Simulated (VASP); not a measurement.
Set up this calculation in VASP 6.6.1, as the native input.

* Task: single point
* Functional: PBEsol
* Potentials or basis: VASP PAW PBE potentials, release 64 (Al, N)
* Cutoff: 520 eV
* k mesh: 9 × 9 × 6
* Occupations: gaussian, width 0.05 eV
* Spin: no spin polarisation
* Dipole correction: no
* Further INCAR settings: ALGO = Normal; EDIFF = 1e-07; NBANDS = 16

The structure of AlN lies in POSCAR:

```
AlN
1.0
    3.2223000000      0.0000000000      0.0000000000
   -1.6111500000      2.7905936586      0.0000000000
    0.0000000000      0.0000000000      4.2240000000
Al N
2 2
Direct
    0.3333333333      0.6666666667      0.7500000000
    0.6666666667      0.3333333333      0.2500000000
    0.3333333333      0.6666666667      0.2500000000
    0.6666666667      0.3333333333      0.7500000000
```

One way to write it, as run:

INCAR

```
SYSTEM = AlN
  PREC = Accurate
  ENCUT = 520
  EDIFF = 1E-7
  ISMEAR = 0
  SIGMA = 0.05
  LREAL = .FALSE.
  LASPH = .TRUE.
  NELM = 80
  ALGO = Normal
  ISIF = 2
  LWAVE = .FALSE.
  LCHARG = .FALSE.
  GGA = PS
  NBANDS = 16
```

KPOINTS

```
Automatic mesh
0
G
  9 9 6
  0 0 0
```

Potentials or basis: VASP PAW PBE potentials, release 64 (Al, N).

The run is started by

```sh
$ cat potpaw_PBE.64/Al/POTCAR potpaw_PBE.64/N/POTCAR > POTCAR
$ mpirun -np 1 vasp_std > vasp.out
```

Results of the run:

| Item | Value |
| --- | --- |
| Pressure | 8.4 GPa |
| Band gap on the k mesh | 3.46 eV, direct |

Caveat: the PAW data sets were made with another functional, which shifts forces and pressure a little.

Run time: 19 s on 1 thread of Intel(R) Xeon(R) Platinum 8259CL CPU @ 2.50GHz (Skylake/Cascade Lake) (shared host), peak memory 0.15 GiB.
